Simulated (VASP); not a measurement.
A run of VASP 6.6.1 is set up as follows.

INCAR

```
ALGO = Normal
EDIFF = 1E-7
ENCUT = 520
GGA = PE
ISIF = 2
ISMEAR = 0
LASPH = T
LCHARG = F
LREAL = F
LWAVE = F
NBANDS = 30
NELM = 100
PREC = Accurate
SIGMA = 0.1
```

File KPOINTS:

```
k-points
0
Gamma
  8 8 8
```

The input POSCAR:

```
Na4Bi
1.0
   -3.7075346283      3.7075346283      3.7075346283
    3.7075346283     -3.7075346283      3.7075346283
    3.7075346283      3.7075346283     -3.7075346283
Na Bi
4 1
Direct
    0.5000000000      0.5000000000      0.5000000000
    0.5000000000      0.0000000000      0.0000000000
    0.0000000000      0.0000000000      0.5000000000
    0.0000000000      0.5000000000      0.0000000000
    0.0000000000      0.0000000000      0.0000000000
```

Potentials or basis: VASP PAW PBE potentials, release 64 (Na_pv, Bi_d).

The run is started by

```sh
$ cat potpaw_PBE.64/Na_pv/POTCAR potpaw_PBE.64/Bi_d/POTCAR > POTCAR
$ mpirun -np 1 vasp_std > vasp.out
```

Task: Estimate the pressure.

Result: 0.0 GPa.
